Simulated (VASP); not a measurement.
Here is a VASP 6.6.1 calculation.

File INCAR:

```
SYSTEM = HfS2
PREC     = Accurate       ! precision mode
ENCUT    = 450            ! plane-wave cutoff, eV
EDIFF    = 1E-7           ! SCF threshold, eV
ISMEAR   = 0              ! smearing method
SIGMA    = 0.02           ! smearing width, eV
LREAL    = .FALSE.        ! projectors in reciprocal space
LASPH    = .TRUE.         ! aspherical terms in the spheres
NELM     = 120            ! most SCF steps
ALGO     = Normal         ! electronic algorithm
ISIF     = 2              ! what is computed and relaxed
LWAVE    = .FALSE.        ! write WAVECAR
LCHARG   = .FALSE.        ! write CHGCAR
GGA      = PE             ! functional
IVDW     = 12             ! dispersion correction
IBRION   = 2              ! ionic algorithm
NSW      = 60             ! ionic steps
EDIFFG   = -0.008         ! ionic threshold
GGA_COMPAT= .FALSE.      
NELMIN   = 4
```

Contents of KPOINTS:

```
Automatic mesh
0
G
  12 12 6
  0 0 0
```

The input POSCAR:

```
HfS2
1.0
    3.4976869588      0.0000000000      0.0000000000
   -1.7488434794      3.0290857608      0.0000000000
    0.0000000000      0.0000000000      5.5972761162
Hf S
1 2
Direct
    0.0000000000      0.0000000000      0.0000000000
    0.6666666667      0.3333333333      0.7403278231
    0.3333333333      0.6666666667      0.2596721769
```

Potentials or basis: VASP PAW PBE potentials, release 64 (Hf_pv, S).

Launch:

```sh
$ cat potpaw_PBE.64/Hf_pv/POTCAR potpaw_PBE.64/S/POTCAR > POTCAR
$ mpirun -np 1 vasp_std > vasp.out
```

Task: Predict the band gap on the k mesh.

Result: 0.43 eV (least direct gap 1.47 eV).

Task: What does it give for the energy gained by relaxing?

Result: 6.4 meV/atom.

Task: What does it give for the dispersion energy per atom?

Result: -0.376 eV.

Stress tensor (GPa, compression positive):
```
5.93 0.00 0.00
0.00 5.93 0.00
0.00 0.00 2.54
```

Caveat: the cell differs from its parent crystal (equal strain along all axes, cell held: -3.0 %); semilocal functionals underestimate gaps, and a narrow one can read as zero; spin-orbit coupling is left out, which moves the levels of the heavy elements. A k mesh can miss the band edges.
